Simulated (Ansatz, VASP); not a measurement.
# One calculation of Ag, two programs

The input INCAR:

```
SYSTEM = Ag
ALGO = Normal
EDIFF = 1E-7
ENCUT = 520
GGA = PE
ISIF = 2
ISMEAR = -1
LASPH = .TRUE.
LCHARG = .TRUE.
LELF = .TRUE.
LREAL = .FALSE.
LVHAR = .TRUE.
LWAVE = .FALSE.
NBANDS = 12
NELM = 100
PREC = Accurate
SIGMA = 0.05
```

File KPOINTS:

```
k-points
0
G
  15 15 15
  0 0 0
```

POSCAR

```
Ag
1.0
    0.0000000000      2.0831709575      2.0831709575
    2.0831709575      0.0000000000      2.0831709575
    2.0831709575      2.0831709575      0.0000000000
Ag
1
Direct
    0.0000000000      0.0000000000      0.0000000000
```

Input for Ansatz:

```yaml
crystal:
  lattice:
    - [0.0, 2.0831709575, 2.0831709575]
    - [2.0831709575, 0.0, 2.0831709575]
    - [2.0831709575, 2.0831709575, 0.0]
  atoms:
    - { symbol: Ag, position: [0.0, 0.0, 0.0] }
kpoints:
  mp_grid: { grid: [15, 15, 15] }
scf:
  occupations: { method: fermi_dirac, width: 0.05 }
hamiltonian:
  xc: pbe
  pseudopotentials: { kind: all_electron, lapw: { basis_error: 0.001 } }
output:
  forces: true
  stress: true
  eigenvalues: true
```

Change from the starting cell: volume scaled by 1.06.

Alike in both runs: task single point; functional PBE; k mesh 15 × 15 × 15; occupations fermi-dirac, width 0.05 eV; no spin polarisation.

```csv
,VASP,Ansatz
version,VASP 6.6.1,Ansatz 0.2.0
potentials or method,"VASP PAW PBE potentials, release 64 (Ag), cutoff 520 eV","all-electron LAPW, scalar-relativistic"
```

|  | VASP | Ansatz | Ansatz less VASP |
| --- | --- | --- | --- |
| pressure (GPa) | -1.3 | -1.2 | +0.08 |

Ansatz ran all-electron here, and VASP with PAW potentials.
